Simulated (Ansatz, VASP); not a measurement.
**One calculation of Be2C, two programs**

INCAR

```
SYSTEM = Be2C
PREC = Accurate
ENCUT = 600
EDIFF = 1E-6
ISMEAR = 0
SIGMA = 0.01
LREAL = .False.
LASPH = .True.
NELM = 120
ALGO = Normal
ISIF = 2
LWAVE = .False.
LCHARG = .False.
GGA = PE
NBANDS = 11
GGA_COMPAT = .False.
```

KPOINTS

```
regular mesh
0
Gamma
  8 8 8
  0 0 0
```

The input POSCAR:

```
Be2C
1.0
    0.0000000000      2.1423301391      2.1423301391
    2.1423301391      0.0000000000      2.1423301391
    2.1423301391      2.1423301391      0.0000000000
Be C
2 1
Direct
    0.7500000000      0.7500000000      0.7500000000
    0.2500000000      0.2500000000      0.2500000000
    0.0000000000      0.0000000000      0.0000000000
```

Input for Ansatz:

```yaml
crystal:
  lattice:
    - [0.0, 2.1423301391, 2.1423301391]
    - [2.1423301391, 0.0, 2.1423301391]
    - [2.1423301391, 2.1423301391, 0.0]
  atoms:
    - { symbol: Be, position: [0.75, 0.75, 0.75] }
    - { symbol: Be, position: [0.25, 0.25, 0.25] }
    - { symbol: C, position: [0.0, 0.0, 0.0] }
kpoints:
  mp_grid: { grid: [8, 8, 8] }
hamiltonian:
  xc: pbe
scf:
  occupations: { method: fixed }
  n_extra_bands: 4
output:
  forces: true
  stress: true
  eigenvalues: true
```

Alike in both runs: task single point; functional PBE; k mesh 8 × 8 × 8; no spin polarisation.

```csv
,VASP,Ansatz
version,VASP 6.6.1,Ansatz 0.2.0
potentials or method,"VASP PAW PBE potentials, release 64 (Be, C)","plane waves, PAW"
plane-wave cutoff (eV),600,420
occupations,"gaussian, width 0.01 eV",fixed
valence electrons in the cell,8,8
```

```tsv
	VASP	Ansatz	Ansatz less VASP
gap on the k mesh at the Fermi level (eV)	1.17	1.18	+0.013
pressure (GPa)	6.8	6.5	-0.27
```
